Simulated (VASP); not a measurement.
# Si23O47 (a cell with a defect) in VASP: single point with PBEsol

Aim: the single point of Si23O47 (a cell with a defect) with PBEsol.

All numbers are computed with VASP 6.6.1; they aren't measurements. Logs are shortened: lines on timing, memory, paths and dates and some standing lists are left out, and cuts for length are marked.

## 1. The cell of the first run

The cell holds a defect, 70 atoms: a = 8.389 Å, b = 8.389 Å, c = 8.036 Å, α = 90.00°, β = 90.00°, γ = 90.00°.

## 2. Single point, PBEsol

File INCAR:

```
SYSTEM = Si23O47
ALGO     = Normal         ! electronic algorithm
EDIFF    = 1E-6           ! SCF threshold, eV
ENCUT    = 520            ! plane-wave cutoff, eV
GGA      = PS             ! functional
ISIF     = 2              ! what is computed and relaxed
ISMEAR   = -1             ! smearing method
ISYM     = 0            
LASPH    = .True.         ! aspherical terms in the spheres
LCHARG   = .False.        ! write CHGCAR
LREAL    = Auto         
LWAVE    = .False.        ! write WAVECAR
NBANDS   = 228            ! bands
NELM     = 80             ! most SCF steps
PREC     = Accurate       ! precision mode
SIGMA    = 0.05           ! smearing width, eV
```

File KPOINTS:

```
Automatic mesh
0
Gamma
  1 1 1
  0.25 0.25 0.25
```

File POSCAR:

```
Si23O47
1.0
    8.3886930000      0.0000000000      0.0000000000
    0.0000000000      8.3886930000      0.0000000000
    0.0000000000      0.0000000000      8.0356430000
Si O
23 47
Direct
    0.9987350000      0.9979040000      0.0002200000
    0.0006280000      0.9977780000      0.3334600000
    0.9988400000      0.9987410000      0.6669770000
    0.0030450000      0.5018820000      0.0009670000
    0.9784650000      0.4771350000      0.3335740000
    0.0021460000      0.5002840000      0.6661200000
    0.5045550000      0.0030850000      0.9984020000
    0.5045420000      0.0035090000      0.3335210000
    0.5038690000      0.0030160000      0.6685260000
    0.4970190000      0.4996240000      0.0132960000
    0.4981550000      0.4993290000      0.6546290000
    0.2528920000      0.2488820000      0.1711430000
    0.2531620000      0.2493580000      0.4949720000
    0.2507090000      0.2491850000      0.8335980000
    0.2695110000      0.7574660000      0.1492400000
    0.2687380000      0.7591730000      0.5178410000
    0.2523150000      0.7458320000      0.8336220000
    0.7401820000      0.2511580000      0.1637770000
    0.7406680000      0.2523470000      0.5034600000
    0.7492560000      0.2565890000      0.8336150000
    0.7477310000      0.7482890000      0.1722140000
    0.7481510000      0.7488760000      0.4957250000
    0.7496150000      0.7475460000      0.8335730000
    0.1531440000      0.1515830000      0.0019060000
    0.1480660000      0.1455120000      0.3334400000
    0.1533580000      0.1517740000      0.6650740000
    0.1501340000      0.6571450000      0.9977890000
    0.1507470000      0.6568090000      0.6686240000
    0.6566650000      0.1478490000      0.9972260000
    0.6523390000      0.1491160000      0.3333180000
    0.6559470000      0.1489330000      0.6693490000
    0.6543990000      0.6521560000      0.0024940000
    0.6603030000      0.6573140000      0.3346510000
    0.6543900000      0.6520250000      0.6645070000
    0.3445810000      0.3456380000      0.0017680000
    0.3417990000      0.3380860000      0.3324730000
    0.3446200000      0.3458890000      0.6652700000
    0.3492650000      0.8566690000      0.9901150000
    0.3350050000      0.8368810000      0.3337850000
    0.3488630000      0.8572840000      0.6771470000
    0.8519390000      0.3468560000      0.0011520000
    0.8405300000      0.3379330000      0.3338250000
    0.8526930000      0.3461970000      0.6666630000
    0.8471530000      0.8444520000      0.0015560000
    0.8512510000      0.8524290000      0.3336230000
    0.8472710000      0.8446150000      0.6657000000
    0.0972720000      0.4071080000      0.1723790000
    0.0978270000      0.4064610000      0.4944820000
    0.0991980000      0.4040280000      0.8336930000
    0.1002950000      0.8933090000      0.1678300000
    0.1000810000      0.8934820000      0.4993850000
    0.0965350000      0.9024310000      0.8334190000
    0.6031210000      0.3963700000      0.1549690000
    0.5994750000      0.3935640000      0.5119490000
    0.5961200000      0.4030070000      0.8337100000
    0.5948480000      0.9018870000      0.1673930000
    0.5947090000      0.9027100000      0.5000120000
    0.5996560000      0.9028820000      0.8332670000
    0.4025710000      0.0917470000      0.1669750000
    0.4024050000      0.0924330000      0.4998720000
    0.4073610000      0.1016700000      0.8335690000
    0.3912460000      0.6054190000      0.1568340000
    0.3881950000      0.6041100000      0.5109170000
    0.4030550000      0.5968930000      0.8333160000
    0.9034840000      0.0950590000      0.1655230000
    0.9033380000      0.0949530000      0.5015270000
    0.9029420000      0.0970550000      0.8336340000
    0.9116020000      0.5990120000      0.1732080000
    0.9122670000      0.5985970000      0.4940750000
    0.9037550000      0.5959970000      0.8333290000
```

Potentials or basis: VASP PAW PBE potentials, release 64 (Si, O).

Run with:

```sh
cat potpaw_PBE.64/Si/POTCAR potpaw_PBE.64/O/POTCAR > POTCAR
mpirun -np 1 vasp_std > vasp.out
```

OUTCAR:

```text
SYSTEM = Si23O47
   EDIFF = 1E-6
   ENCUT = 520
   GGA = PS
   ISIF = 2
   ISMEAR = -1
   ISYM = 0
   LASPH = .True.
   LREAL = Auto
   NELM = 80
   PREC = Accurate

 ion  position               nearest neighbor table
   1  0.999  0.998  0.000-  65 1.75  52 1.76  67 1.77  44 1.81  50 1.82  24 1.83   3 2.68   2 2.68

   2  0.001  0.998  0.333-  45 1.75  25 1.75  65 1.78  66 1.78  50 1.80  51 1.80   1 2.68   3 2.68

   3  0.999  0.999  0.667-  66 1.75  52 1.76  67 1.77  46 1.81  51 1.82  26 1.82   1 2.68   2 2.68
[... 74 lines left out ...]
  57  0.595  0.903  0.500-   8 1.75   9 1.77  22 1.82
  58  0.600  0.903  0.833-   9 1.76   7 1.76  23 1.81
  59  0.403  0.092  0.167-   8 1.75   7 1.77  12 1.82
  60  0.402  0.092  0.500-   8 1.75   9 1.77  13 1.82
  61  0.407  0.102  0.834-   9 1.76   7 1.76  14 1.81
  62  0.391  0.605  0.157-  15 1.64  10 1.70
  63  0.388  0.604  0.511-  16 1.64  11 1.72
  64  0.403  0.597  0.833-  17 1.78  11 1.84  10 1.84
  65  0.903  0.095  0.166-   1 1.75   2 1.78  18 1.90
  66  0.903  0.095  0.502-   3 1.75   2 1.78  19 1.90
  67  0.903  0.097  0.834-   3 1.77   1 1.77  20 1.86
  68  0.912  0.599  0.173-   5 1.74   4 1.78  21 1.86
  69  0.912  0.599  0.494-   5 1.73   6 1.78  22 1.87
  70  0.904  0.596  0.833-   6 1.77   4 1.77  23 1.81

IMPORTANT INFORMATION: All symmetrisations will be switched off!
NOSYMM: (Re-)initialisation of all symmetry stuff for point group C_1.

----------------------------------------------------------------------------------------

                                     Primitive cell

  volume of cell :     565.4696

  direct lattice vectors                    reciprocal lattice vectors
     8.388693000  0.000000000  0.000000000     0.119208082  0.000000000  0.000000000
     0.000000000  8.388693000  0.000000000     0.000000000  0.119208082  0.000000000
     0.000000000  0.000000000  8.035643000     0.000000000  0.000000000  0.124445548

  length of vectors
     8.388693000  8.388693000  8.035643000     0.119208082  0.119208082  0.124445548

  position of ions in fractional coordinates (direct lattice)
     0.998735000  0.997904000  0.000220000
     0.000628000  0.997778000  0.333460000
     0.998840000  0.998741000  0.666977000
     0.003045000  0.501882000  0.000967000
     0.978465000  0.477135000  0.333574000
     0.002146000  0.500284000  0.666120000
[... 62 lines left out ...]
     0.912267000  0.598597000  0.494075000
     0.903755000  0.595997000  0.833329000

  ion indices of the primitive-cell ions
   primitive index   ion index
                 1           1
                 2           2
                 3           3
                 4           4
[... 122 lines left out ...]
   NFREE  =      0    steps in history (QN), initial steepest desc. (CG)
   ISIF   =      2    stress and relaxation
   ISYM   =      0    0-nonsym 1-usesym 2-fastsym
   POTIM  = 0.5000    time-step for ionic-motion
   TEBEG  =    0.0;   TEEND  =   0.0 temperature during run
   PSTRESS=    0.0 pullay stress
   NELECT =     374.0000    total number of electrons
   NUPDOWN=      -1.0000    fix difference up-down
   EMIN   =  10.00;   EMAX   =-10.00  energy-range for DOS
   EFERMI =   0.00;   METHOD = LEGACY
   ISMEAR =    -1;   SIGMA  =   0.05  broadening in eV -4-tet -1-fermi 0-gaus
   EFERMI_NEDOS =   21; number of points for ismear=-14 and -15
   IALGO  =     38    algorithm
   IMIX   =      4    mixing-type and parameters
     AMIX     =   0.40;   BMIX     =  1.00
     AMIX_MAG =   1.60;   BMIX_MAG =  1.00
  volume/ion in A,a.u.               =       8.08        54.51
  Fermi-wavevector in a.u.,A,eV,Ry     =   1.426359  2.695428 27.681067  2.034501
  Thomas-Fermi vector in A             =   2.546645
   LORBIT       =      0    0 simple, 1 ext, 2 COOP (PROOUT), +10 PAW based schemes
   GGA     = PS    functional components
   LHFCALC =     F    Hartree Fock is set to
   AEXX    =    0.0000 exact exchange contribution
   IVDW    =     0    specifies the selected vdW correction
   LEPSILON=     F    determine dielectric tensor
   LRPA    =     F    only Hartree local field effects (RPA)
 non-spin polarized calculation
  energy-cutoff  :      520.00
  volume of cell :      565.47
 maximum number of plane-waves:     15222
 NGX is ok and might be reduce to    64
   NGX = 31   NGY = 31   NGZ = 29

 number of electron     373.9999925 magnetization

 Free energy of the ion-electron system (eV)
  ---------------------------------------------------
  ext. energy  EPLUGINS =         0.00000000
  ---------------------------------------------------
  free energy    TOTEN  =      -560.12302595 eV

  energy without entropy =     -560.02272927  energy(sigma->0) =     -560.07287761

 E-fermi :   7.2570     XC(G=0): -12.2682

 val. band max:        7.1646997809   @ k =   0.2500  -0.2500   0.2500
 cond. band min:       7.3291791694   @ k =  -0.2500   0.2500   0.2500
 fundamental gap:      0.1644793886
 Fermi energy:         7.2570433904

 k-point     1 :       0.2500    0.2500    0.2500
  band No.  band energies     occupation
      1     -14.8075      2.00000
      2     -14.4618      2.00000
      3     -14.0940      2.00000
      4     -13.8971      2.00000
      5     -13.8300      2.00000
      6     -13.5749      2.00000
[... 797 lines left out ...]
    198      14.9380      0.00000
    199      15.0574      0.00000
 [bands above 199 left out]

------------------------ aborting loop because EDIFF is reached ----------------------------------------

  FORCE on cell =-STRESS in cart. coord.  units (eV):
  Direction    XX          YY          ZZ          XY          YZ          ZX
  --------------------------------------------------------------------------------------
  -------------------------------------------------------------------------------------
  Total        9.9895998     11.1379125     10.5292094     13.1361825      0.2154899     -0.0865008
  in kB       28.3041058     31.5576858     29.8330123     37.2194988      0.6105600     -0.2450876
  external PRESSURE =      29.8982680 kB  Pullay stress =       0.0000000 kB

 VOLUME and BASIS-vectors are now :
 -----------------------------------------------------------------------------
  energy-cutoff  :      520.00
  volume of cell :      565.47
      direct lattice vectors                 reciprocal lattice vectors
     8.388693000  0.000000000  0.000000000     0.119208082  0.000000000  0.000000000
     0.000000000  8.388693000  0.000000000     0.000000000  0.119208082  0.000000000
     0.000000000  0.000000000  8.035643000     0.000000000  0.000000000  0.124445548

 POSITION                                       TOTAL-FORCE (eV/Angst)
 -----------------------------------------------------------------------------------
      8.37808      8.37111      0.00177        -0.013262      0.029263     -0.025040
      0.00527      8.37005      2.67957        -0.018815      0.017471      0.006867
      8.37896      8.37813      5.35959        -0.002474     -0.006267      0.022948
      0.02554      4.21013      0.00777        -0.134096     -0.102793     -0.033589
      8.20804      4.00254      2.68048         0.010012      0.019989     -0.023568
      0.01800      4.19673      5.35270         0.115859      0.092563      0.037782
[... 62 lines left out ...]
      7.65273      5.02145      3.97021        -0.091986      0.035319      0.008486
      7.58132      4.99964      6.69633        -0.019037      0.005588      0.006346
 -----------------------------------------------------------------------------------
    total drift:                                0.003842      0.010630     -0.000395

  FREE ENERGIE OF THE ION-ELECTRON SYSTEM (eV)
  ---------------------------------------------------
  free  energy   TOTEN  =      -560.1230259501 eV

  energy  without entropy=     -560.0227292672  energy(sigma->0) =     -560.07287761
```

Wall time 13 min (1 thread of Intel Xeon Platinum 8559C (Emerald Rapids), shared host); peak memory 0.7 GiB.

Results:

```yaml
Free_energy: -560.1230 eV
Pressure: 3.0 GPa
Largest_force: 0.337 eV/Å
Band_gap_on_the_k_mesh: 0.16 eV
```

Forces on the atoms (eV/Å):
```
Si  -0.013  0.029 -0.025
Si  -0.019  0.017  0.007
Si  -0.002 -0.006  0.023
Si  -0.134 -0.103 -0.034
Si   0.010  0.020 -0.024
Si   0.116  0.093  0.038
Si  -0.056 -0.083 -0.041
Si   0.006 -0.002  0.002
Si   0.041  0.059  0.053
Si   0.148 -0.014 -0.160
Si  -0.151  0.028  0.048
Si  -0.068 -0.097 -0.105
Si  -0.020 -0.051  0.180
Si   0.007 -0.024 -0.072
Si  -0.142  0.296  0.072
Si  -0.141  0.028 -0.024
Si  -0.005  0.119 -0.081
Si   0.231 -0.046  0.028
Si   0.060 -0.238 -0.062
Si   0.045 -0.102  0.041
Si   0.044  0.057 -0.176
Si   0.058  0.082  0.124
Si  -0.015  0.024  0.040
O    0.010  0.002  0.014
O    0.046  0.026 -0.018
O   -0.019 -0.011 -0.021
O    0.093 -0.031  0.119
O   -0.045 -0.016  0.016
O   -0.036  0.076  0.057
O    0.008  0.027  0.013
O    0.042 -0.028  0.044
O   -0.025 -0.014  0.020
O   -0.077 -0.078 -0.063
O   -0.026 -0.037 -0.028
O    0.042  0.060  0.044
O    0.080  0.077  0.064
O   -0.014 -0.002 -0.001
O   -0.007  0.025 -0.023
O    0.008 -0.018 -0.048
O    0.042  0.009  0.007
O    0.037 -0.016 -0.038
O   -0.034 -0.008 -0.003
O   -0.077  0.044 -0.090
O    0.023  0.004  0.021
O   -0.049 -0.046  0.017
O    0.002 -0.011 -0.021
O    0.112 -0.034  0.006
O    0.016  0.003 -0.006
O    0.016 -0.007 -0.001
O    0.027 -0.038  0.012
O    0.018 -0.003 -0.021
O    0.048 -0.054  0.010
O   -0.169 -0.045 -0.015
O    0.104  0.136 -0.006
O   -0.004  0.015 -0.007
O   -0.013 -0.009  0.011
O    0.019 -0.089 -0.017
O    0.015 -0.045  0.008
O   -0.021  0.070  0.002
O   -0.016  0.011 -0.033
O   -0.020  0.043  0.014
O   -0.077 -0.155  0.025
O    0.141 -0.062 -0.007
O    0.007 -0.011  0.057
O   -0.032  0.015  0.026
O   -0.031  0.048 -0.020
O   -0.027  0.040 -0.008
O   -0.024  0.006  0.018
O   -0.092  0.035  0.008
O   -0.019  0.006  0.006
```

Caveat: the k points lie up to 0.78 Å⁻¹ apart; the PAW data sets were made with another functional, which shifts forces and pressure a little.
